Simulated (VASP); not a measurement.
# InSbO4 (I4/mmm) in VASP: single point with PBE

Aim: the single point of InSbO4 with PBE.

Everything below comes from runs of VASP 6.6.1. Logs are shortened: lines on timing, memory, paths and dates and some standing lists are left out, and cuts for length are marked.

### 1 The cell of the first run

It takes space group I4/mmm (No. 139, tetragonal). The conventional cell has a = 6.840 Å, b = 6.840 Å, c = 7.332 Å, α = 90.00°, β = 90.00°, γ = 90.00°. Within 4.5 Å of In (site symmetry 4/mmm) lie 12 O at 3.42 to 3.88 Å and 2 Sb at 3.67 Å. Within 4.5 Å of Sb (site symmetry 4/mmm) lie 12 O at 3.42 to 3.88 Å and 2 In at 3.67 Å. Within 2.4 Å of O (site symmetry -4m2) lie 2 O at 1.83 Å. O (site symmetry mmm) has 2 O at 1.83 Å within 2.4 Å.

The cell was generated, and may not be a known phase.

### 2 Single point, PBE

Contents of INCAR:

```
ALGO = Normal
EDIFF = 1E-6
ENCUT = 520
GGA = PE
ISIF = 2
ISMEAR = 0
LASPH = True
LCHARG = True
LELF = True
LREAL = False
LVHAR = True
LWAVE = False
NBANDS = 30
NELM = 100
PREC = Accurate
SIGMA = 0.1
```

Contents of KPOINTS:

```
k-points
0
Gamma
  4 4 4
```

Contents of POSCAR:

```
InSbO4
1.0
   -3.4201785500      3.4201785500      3.6658367000
    3.4201785500     -3.4201785500      3.6658367000
    3.4201785500      3.4201785500     -3.6658367000
In Sb O
1 1 4
Direct
    0.0000000000      0.0000000000      0.0000000000
    0.5000000000      0.5000000000      0.0000000000
    0.7500000000      0.2500000000      0.5000000000
    0.2500000000      0.7500000000      0.5000000000
    0.5000000000      0.0000000000      0.5000000000
    0.0000000000      0.5000000000      0.5000000000
```

Potentials or basis: VASP PAW PBE potentials, release 64 (In_d, Sb, O).

Launch:

```bash
cat potpaw_PBE.64/In_d/POTCAR potpaw_PBE.64/Sb/POTCAR potpaw_PBE.64/O/POTCAR > POTCAR
mpirun -np 1 vasp_std > vasp.out
```

OUTCAR:

```text
EDIFF = 1E-6
   ENCUT = 520
   GGA = PE
   ISIF = 2
   ISMEAR = 0
   LASPH = True
   LREAL = False
   NELM = 100
   PREC = Accurate

 ion  position               nearest neighbor table
   1  0.000  0.000  0.000-   2 3.67   2 3.67
   2  0.500  0.500  0.000-   1 3.67   1 3.67
   3  0.750  0.250  0.500-   5 1.83   6 1.83
   4  0.250  0.750  0.500-   5 1.83   6 1.83
   5  0.500  0.000  0.500-   3 1.83   4 1.83
   6  0.000  0.500  0.500-   3 1.83   4 1.83

  LATTYP: Found a body centered tetragonal cell.
 ALAT       =     6.8403571000
 C/A-ratio  =     1.0718261186

  Lattice vectors:

 A1 = (  -3.4201785500,   3.4201785500,   3.6658367000)
 A2 = (   3.4201785500,  -3.4201785500,   3.6658367000)
 A3 = (   3.4201785500,   3.4201785500,  -3.6658367000)

Analysis of symmetry for initial positions (statically):
=====================================================================
 Subroutine PRICEL returns:
 Original cell was already a primitive cell.

 Routine SETGRP: Setting up the symmetry group for a
 body centered tetragonal supercell.

 Subroutine GETGRP returns: Found 16 space group operations
 (whereof 16 operations were pure point group operations)
 out of a pool of 16 trial point group operations.

The static configuration has the point symmetry D_4h.

Analysis of symmetry for dynamics (positions and initial velocities):
=====================================================================
 Subroutine PRICEL returns:
 Original cell was already a primitive cell.

 Routine SETGRP: Setting up the symmetry group for a
 body centered tetragonal supercell.

 Subroutine GETGRP returns: Found 16 space group operations
 (whereof 16 operations were pure point group operations)
 out of a pool of 16 trial point group operations.

The dynamic configuration has the point symmetry D_4h.

 Subroutine INISYM returns: Found 16 space group operations
 (whereof 16 operations are pure point group operations),
 and found     1 'primitive' translations

----------------------------------------------------------------------------------------

                                     Primitive cell

  volume of cell :     171.5263

  direct lattice vectors                    reciprocal lattice vectors
    -3.420178550  3.420178550  3.665836700     0.000000000  0.146191198  0.136394510
     3.420178550 -3.420178550  3.665836700     0.146191198  0.000000000  0.136394510
     3.420178550  3.420178550 -3.665836700     0.146191198  0.146191198  0.000000000

  length of vectors
     6.069069232  6.069069232  6.069069232     0.199938312  0.199938312  0.206745575

  position of ions in fractional coordinates (direct lattice)
     0.000000000  0.000000000  0.000000000
     0.500000000  0.500000000  0.000000000
     0.750000000  0.250000000  0.500000000
     0.250000000  0.750000000  0.500000000
     0.500000000  0.000000000  0.500000000
     0.000000000  0.500000000  0.500000000

  ion indices of the primitive-cell ions
   primitive index   ion index
                 1           1
                 2           2
                 3           3
                 4           4
                 5           5
                 6           6

----------------------------------------------------------------------------------------

 KPOINTS: k-points

Automatic generation of k-mesh.
 Grid dimensions read from file:
 generate k-points for:    4    4    4

 Generating k-lattice:

  Cartesian coordinates                     Fractional coordinates (reciprocal lattice)
     0.000000000  0.036547800  0.034098627     0.250000000  0.000000000  0.000000000
     0.036547800  0.000000000  0.034098627     0.000000000  0.250000000  0.000000000
     0.036547800  0.036547800  0.000000000     0.000000000  0.000000000  0.250000000

  Length of vectors
     0.049984578  0.049984578  0.051686394

  Shift w.r.t. Gamma in fractional coordinates (k-lattice)
     0.000000000  0.000000000  0.000000000

 Subroutine IBZKPT returns following result:
 ===========================================

 Found     13 irreducible k-points:

 Following reciprocal coordinates:
            Coordinates               Weight
  0.000000  0.000000  0.000000      1.000000
  0.250000  0.000000  0.000000      8.000000
  0.500000  0.000000  0.000000      4.000000
  0.250000  0.250000  0.000000      8.000000
  0.500000  0.250000 -0.000000     16.000000
 -0.250000  0.250000  0.000000      4.000000
  0.500000  0.500000  0.000000      2.000000
  0.250000  0.250000  0.250000      2.000000
 -0.250000  0.250000  0.250000      4.000000
  0.500000  0.500000  0.250000      4.000000
 -0.250000  0.500000  0.250000      8.000000
 -0.250000 -0.250000  0.250000      2.000000
  0.500000  0.500000  0.500000      1.000000
   k-points           NKPTS =     13   k-points in BZ     NKDIM =     13   number of bands    NBANDS=     30
   number of dos      NEDOS =    301   number of ions     NIONS =      6
   total plane-waves  NPLWV = 110592
   dimension x,y,z NGX =    48 NGY =   48 NGZ =   48
   dimension x,y,z NGXF=    96 NGYF=   96 NGZF=   96
   ions per type =               1   1   4
   NGX,Y,Z   is equivalent  to a cutoff of  13.15, 13.15, 13.15 a.u.
   NGXF,Y,Z  is equivalent  to a cutoff of  26.30, 26.30, 26.30 a.u.
 SYSTEM =  unknown system
   PREC   = accura    normal or accurate (medium, high low for compatibility)
   ISTART =      0    job   : 0-new  1-cont  2-samecut
   ICHARG =      2    charge: 1-file 2-atom 10-const
   ISPIN  =      1    spin polarized calculation?
   LNONCOLLINEAR =      F non collinear calculations
   LSORBIT =      F    spin-orbit coupling
   LASPH  =      T    aspherical Exc in radial PAW
   ENCUT  =  520.0 eV  38.22 Ry    6.18 a.u.  11.28 11.28 11.28*2*pi/ulx,y,z
   NELM   =    100;   NELMIN=  2; NELMDL= -5     # of ELM steps
   EDIFF  = 0.1E-05   stopping-criterion for ELM
   LREAL  =      F    real-space projection
   EDIFFG = 0.1E-04   stopping-criterion for IOM
   NSW    =      0    number of steps for IOM
   IBRION =     -1    ionic relax: 0-MD 1-quasi-New 2-CG
   NFREE  =      0    steps in history (QN), initial steepest desc. (CG)
   ISIF   =      2    stress and relaxation
   ISYM   =      2    0-nonsym 1-usesym 2-fastsym
   POTIM  = 0.5000    time-step for ionic-motion
   TEBEG  =    0.0;   TEEND  =   0.0 temperature during run
   PSTRESS=    0.0 pullay stress
   NELECT =      42.0000    total number of electrons
   NUPDOWN=      -1.0000    fix difference up-down
   EMIN   =  10.00;   EMAX   =-10.00  energy-range for DOS
   EFERMI =   0.00;   METHOD = LEGACY
   ISMEAR =     0;   SIGMA  =   0.10  broadening in eV -4-tet -1-fermi 0-gaus
   EFERMI_NEDOS =   21; number of points for ismear=-14 and -15
   IALGO  =     38    algorithm
   IMIX   =      4    mixing-type and parameters
     AMIX     =   0.40;   BMIX     =  1.00
     AMIX_MAG =   1.60;   BMIX_MAG =  1.00
  volume/ion in A,a.u.               =      28.59       192.92
  Fermi-wavevector in a.u.,A,eV,Ry     =   1.024191  1.935441 14.272071  1.048968
  Thomas-Fermi vector in A             =   2.157965
   LORBIT       =      0    0 simple, 1 ext, 2 COOP (PROOUT), +10 PAW based schemes
   GGA     = PE    functional components
   LHFCALC =     F    Hartree Fock is set to
   AEXX    =    0.0000 exact exchange contribution
   IVDW    =     0    specifies the selected vdW correction
   LEPSILON=     F    determine dielectric tensor
   LRPA    =     F    only Hartree local field effects (RPA)
 non-spin polarized calculation
 Gauss-broadening in eV      SIGMA  =   0.10
  energy-cutoff  :      520.00
  volume of cell :      171.53
 maximum number of plane-waves:      4677
 NGX is ok and might be reduce to    48
   NGX = 23   NGY = 23   NGZ = 23

 number of electron      41.9999993 magnetization

 Free energy of the ion-electron system (eV)
  ---------------------------------------------------
  ext. energy  EPLUGINS =         0.00000000
  ---------------------------------------------------
  free energy    TOTEN  =       -18.99789329 eV

  energy without entropy =      -18.94128150  energy(sigma->0) =      -18.96958739

 E-fermi :  -0.0267     XC(G=0):  -7.3170

 val. band max:       -0.0411770619   @ k =  -0.2500   0.2500   0.2500
 cond. band min:      -0.0249492775   @ k =   0.5000   0.0000   0.0000
 fundamental gap:      0.0162277843
 Fermi energy:        -0.0267064521

 k-point     1 :       0.0000    0.0000    0.0000
  band No.  band energies     occupation
      1     -18.6667      2.00000
      2     -17.0127      2.00000
      3     -16.7412      2.00000
      4     -14.1128      2.00000
      5     -14.0972      2.00000
      6     -14.0705      2.00000
[... 22 lines left out ...]
     29       5.1048      0.00000
     30       6.1559      0.00000

 k-point     2 :       0.2500    0.0000    0.0000
  band No.  band energies     occupation
      1     -18.5494      2.00000
      2     -17.6441      2.00000
      3     -15.9629      2.00000
      4     -14.1997      2.00000
      5     -14.1128      2.00000
      6     -14.0980      2.00000
[... 22 lines left out ...]
     29       4.5066      0.00000
     30       6.9246      0.00000

 k-point     3 :       0.5000    0.0000    0.0000
  band No.  band energies     occupation
      1     -18.2033      2.00000
      2     -18.2030      2.00000
      3     -15.0117      2.00000
      4     -15.0100      2.00000
      5     -14.1127      2.00000
      6     -14.0990      2.00000
[... 22 lines left out ...]
     29       3.5003      0.00000
     30       8.6121      0.00000

 k-point     4 :       0.2500    0.2500    0.0000
  band No.  band energies     occupation
      1     -18.2052      2.00000
      2     -18.2010      2.00000
      3     -15.0119      2.00000
      4     -15.0098      2.00000
      5     -14.1127      2.00000
      6     -14.0989      2.00000
[... 22 lines left out ...]
     29       3.4709      0.00000
     30       7.4366      0.00000

 k-point     5 :       0.5000    0.2500   -0.0000
  band No.  band energies     occupation
      1     -18.5457      2.00000
      2     -17.6465      2.00000
      3     -15.9645      2.00000
      4     -14.1960      2.00000
      5     -14.1127      2.00000
      6     -14.0988      2.00000
[... 22 lines left out ...]
     29       4.5080      0.00000
     30       7.0066      0.00000

 k-point     6 :      -0.2500    0.2500    0.0000
  band No.  band energies     occupation
      1     -18.6637      2.00000
      2     -17.0139      2.00000
      3     -16.7426      2.00000
      4     -14.1128      2.00000
      5     -14.0993      2.00000
      6     -14.0701      2.00000
[... 22 lines left out ...]
     29       5.1198      0.00000
     30       6.4672      0.00000

 k-point     7 :       0.5000    0.5000    0.0000
  band No.  band energies     occupation
      1     -18.6609      2.00000
      2     -17.0150      2.00000
      3     -16.7440      2.00000
      4     -14.1127      2.00000
      5     -14.1013      2.00000
      6     -14.0698      2.00000
[... 22 lines left out ...]
     29       5.1416      0.00000
     30       6.1239      0.00000

 k-point     8 :       0.2500    0.2500    0.2500
  band No.  band energies     occupation
      1     -18.2026      2.00000
      2     -18.2026      2.00000
      3     -15.0102      2.00000
      4     -15.0102      2.00000
      5     -14.1127      2.00000
      6     -14.1013      2.00000
[... 22 lines left out ...]
     29       3.3835      0.00000
     30       7.9469      0.00000

 k-point     9 :      -0.2500    0.2500    0.2500
  band No.  band energies     occupation
      1     -18.6614      2.00000
      2     -17.0159      2.00000
      3     -16.7440      2.00000
      4     -14.1127      2.00000
      5     -14.1008      2.00000
      6     -14.0702      2.00000
[... 22 lines left out ...]
     29       5.1080      0.00000
     30       7.0602      0.00000

 k-point    10 :       0.5000    0.5000    0.2500
  band No.  band energies     occupation
      1     -18.6591      2.00000
      2     -17.0179      2.00000
      3     -16.7454      2.00000
      4     -14.1126      2.00000
      5     -14.1023      2.00000
      6     -14.0699      2.00000
[... 22 lines left out ...]
     29       5.1196      0.00000
     30       7.0021      0.00000

 k-point    11 :      -0.2500    0.5000    0.2500
  band No.  band energies     occupation
      1     -18.5429      2.00000
      2     -17.6498      2.00000
      3     -15.9668      2.00000
      4     -14.2015      2.00000
      5     -14.1125      2.00000
      6     -14.0895      2.00000
[... 22 lines left out ...]
     29       4.5058      0.00000
     30       7.9450      0.00000

 k-point    12 :      -0.2500   -0.2500    0.2500
  band No.  band energies     occupation
      1     -18.2078      2.00000
      2     -18.1992      2.00000
      3     -15.0134      2.00000
      4     -15.0094      2.00000
      5     -14.1126      2.00000
      6     -14.0964      2.00000
[... 22 lines left out ...]
     29       3.7339      0.00000
     30       6.7728      0.00000

 k-point    13 :       0.5000    0.5000    0.5000
  band No.  band energies     occupation
      1     -18.6572      2.00000
      2     -17.0209      2.00000
      3     -16.7468      2.00000
      4     -14.1124      2.00000
      5     -14.1032      2.00000
      6     -14.0699      2.00000
[... 22 lines left out ...]
     29       5.1525      0.00000
     30       7.8053      0.00000

------------------------ aborting loop because EDIFF is reached ----------------------------------------

  FORCE on cell =-STRESS in cart. coord.  units (eV):
  Direction    XX          YY          ZZ          XY          YZ          ZX
  --------------------------------------------------------------------------------------
  -------------------------------------------------------------------------------------
  Total       -6.6810263     -6.6810263    -12.0663251      0.0000000     -0.0000000      0.0000000
  in kB      -62.4055336    -62.4055336   -112.7080509      0.0000000     -0.0000000      0.0000000
  external PRESSURE =     -79.1730394 kB  Pullay stress =       0.0000000 kB

 VOLUME and BASIS-vectors are now :
 -----------------------------------------------------------------------------
  energy-cutoff  :      520.00
  volume of cell :      171.53
      direct lattice vectors                 reciprocal lattice vectors
    -3.420178550  3.420178550  3.665836700     0.000000000  0.146191198  0.136394510
     3.420178550 -3.420178550  3.665836700     0.146191198  0.000000000  0.136394510
     3.420178550  3.420178550 -3.665836700     0.146191198  0.146191198  0.000000000

 POSITION                                       TOTAL-FORCE (eV/Angst)
 -----------------------------------------------------------------------------------
      0.00000      0.00000      0.00000         0.000000     -0.000000     -0.000000
      0.00000      0.00000      3.66584         0.000000     -0.000000     -0.000000
     -0.00000      3.42018      1.83292        -0.000000      0.000000     -0.000000
      3.42018     -0.00000      1.83292        -0.000000      0.000000      0.000000
      0.00000      3.42018      0.00000         0.000000     -0.000000     -0.000000
      3.42018      0.00000      0.00000         0.000000     -0.000000     -0.000000
 -----------------------------------------------------------------------------------
    total drift:                               -0.000000     -0.000000      0.000000

  FREE ENERGIE OF THE ION-ELECTRON SYSTEM (eV)
  ---------------------------------------------------
  free  energy   TOTEN  =       -18.9978932861 eV

  energy  without entropy=      -18.9412814957  energy(sigma->0) =      -18.96958739
```

It took 2.9 min on 1 thread of AMD EPYC 7R43 (Zen 3), shared host; peak memory 0.3 GiB.

Results:

```yaml
Free_energy: -18.9979 eV
Pressure: -7.9 GPa
Band_gap_on_the_k_mesh: zero (bands 21 and 22 overlap by 0.28 eV)
```

Stress tensor (GPa, compression positive):
```
 -6.24   0.00   0.00
  0.00  -6.24   0.00
  0.00   0.00 -11.27
```

Levels at points of the mesh, in eV from the Fermi level:
```tsv
k point	band 17	band 18	band 19	band 20	band 21	band 22	band 23	band 24	band 25	band 26
(0.00, 0.00, 0.00)	-1.50	-1.50	-0.84	-0.31	-0.15	0.25	0.25	0.69	0.69	3.94
(0.50, 0.00, 0.00)	-2.23	-0.45	-0.42	-0.38	-0.34	0.00	0.61	0.68	2.77	3.08
(0.50, 0.50, 0.00)	-1.38	-1.36	-0.43	-0.37	-0.31	-0.20	0.11	0.24	0.27	3.39
(0.50, 0.50, 0.50)	-1.39	-1.39	-1.14	-0.28	-0.14	0.18	0.18	0.53	0.53	4.02
```

Caveat: the stress differs along the axes, from -11 to -6 GPa; semilocal functionals underestimate gaps, and a narrow one can read as zero; spin-orbit coupling is left out, which moves the levels of the heavy elements.
